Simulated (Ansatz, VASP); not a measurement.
BaTiO3 in VASP and in Ansatz

```
Ba Ti O
1.0
     2.80839    1.62142    2.30283
    -2.80839    1.62142    2.30283
     0.00000   -3.24285    2.30283
Ba Ti O
1 1 3
Direct
  0.00000 0.00000 0.00000
  0.48450 0.48450 0.48450
  0.50860 0.01750 0.50860
  0.01750 0.50860 0.50860
  0.50860 0.50860 0.01750
```

Change from the starting cell: volume scaled by 0.98.

Alike in both runs: task single point; functional PBE; k mesh 7 × 7 × 7; occupations fermi-dirac, width 0.05 eV; no spin polarisation.

|  | VASP | Ansatz |
| --- | --- | --- |
| version | VASP 6.6.1 | Ansatz 0.2.0 |
| potentials or method | VASP PAW PBE potentials, release 64 (Ba_sv, Ti_sv, O), cutoff 520 eV | all-electron LAPW, scalar-relativistic |

```tsv
	VASP	Ansatz	Ansatz less VASP
gap on the k mesh at the Fermi level (eV)	2.49	2.55	+0.052
least direct gap on the mesh (eV)	2.82	2.83	+0.010
pressure (GPa)	10.8	8.8	-1.95
traceless stress, the component that is largest in VASP (GPa)	-0.33	-0.28	+0.055
rms of the force components (eV/Å)	0.182	0.155	-0.0269
```

Atom by atom the forces differ by 0.031 eV/Å (rms over components). Ansatz ran all-electron here, and VASP with PAW potentials.

Neither program's run includes spin-orbit coupling.
